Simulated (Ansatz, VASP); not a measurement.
## Two plane-wave programs on Sb2Pt

```
CELL_PARAMETERS angstrom
5.15958 0.00000 0.00000
0.00000 6.29723 0.00000
0.00000 0.00000 3.93116
ATOMIC_POSITIONS crystal
Sb 0.20040 0.37870 0.00000
Sb 0.79960 0.62130 0.00000
Sb 0.70040 0.12130 0.50000
Sb 0.29960 0.87870 0.50000
Pt 0.00000 0.00000 0.00000
Pt 0.50000 0.50000 0.50000
```

Alike in both runs: task single point; functional PBE; k mesh 4 × 4 × 4; occupations gaussian, width 0.1 eV; no spin polarisation.

|  | VASP | Ansatz |
| --- | --- | --- |
| version | VASP 6.6.1 | Ansatz 0.2.0 |
| potentials or method | VASP PAW PBE potentials, release 64 (Sb_d_GW, Pt_sv_GW), cutoff 500 eV | scalar-relativistic, plane waves, PAW |
| valence electrons in the cell | 96 | 96 |

|  | VASP | Ansatz | Ansatz less VASP |
| --- | --- | --- | --- |
| gap on the k mesh at the Fermi level (eV) | none | none | - |
| pressure (GPa) | 18.9 | 19.7 | +0.83 |
| traceless stress, the component that is largest in VASP (GPa) | 2.53 | 2.51 | -0.020 |
| rms of the force components (eV/Å) | 0.981 | 0.982 | +0.0009 |

Atom by atom the forces differ by 0.001 eV/Å (rms over components). A gap of «none» marks a metal or a gap that the smearing closes. The functional is the same, so the differences come from potentials, cutoffs and numerics.

The k mesh is coarse, so the values compare programs but aren't converged. Spin-orbit coupling is off throughout.
